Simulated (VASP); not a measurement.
Runs of VASP 6.6.1 on Si. The structure is that of space group I4/mmm (No. 139), or close to it. The cells are those of the table. 

```tsv
cell	gap on the mesh (eV)	pressure (GPa)	largest force (eV/Å)
a = 5.146 Å, angles 98.0, 98.0, 136.1°, 4 atoms	(d)	-4.0	0.19
a = 5.070 Å, angles 98.0, 98.0, 136.1°, 4 atoms	0.25	-0.5	0.17
a = 5.027 Å, angles 98.7, 98.7, 134.3°, 4 atoms	none	-0.5	0.35
a = 5.092 Å, angles 98.4, 98.4, 134.9°, 4 atoms	0.13	-3.0	0.10
a = 5.190 Å, angles 97.4, 97.4, 137.9°, 4 atoms	(b)	-3.5	0.59
a = 5.015 Å, angles 98.4, 98.4, 134.9°, 4 atoms	(c)	0.8	0.20
a = 5.125 Å, angles 97.6, 97.6, 137.3°, 4 atoms	0.29	-1.4	0.48
a = 5.135 Å, angles 97.8, 97.8, 136.7°, 4 atoms	0.31	(a)	0.33
```

Alike in all rows: task single point; level LDA; potentials or basis VASP PAW LDA potentials, release 64 (Si); no spin polarisation; k mesh 10 × 10 × 10; cutoff (eV) 520; smearing gaussian 0.03 eV.

Task: Fill in the values left out.

Result: (a) -2.8; (b) 0.24; (c) 0.07; (d) 0.32.

Caveats: the cell stands under tension (at least some runs); semilocal functionals underestimate gaps, so a narrow gap can read as zero (at least some runs).

A k mesh can miss the band edges.

A gap of «none» marks levels without a gap at the run's occupations.
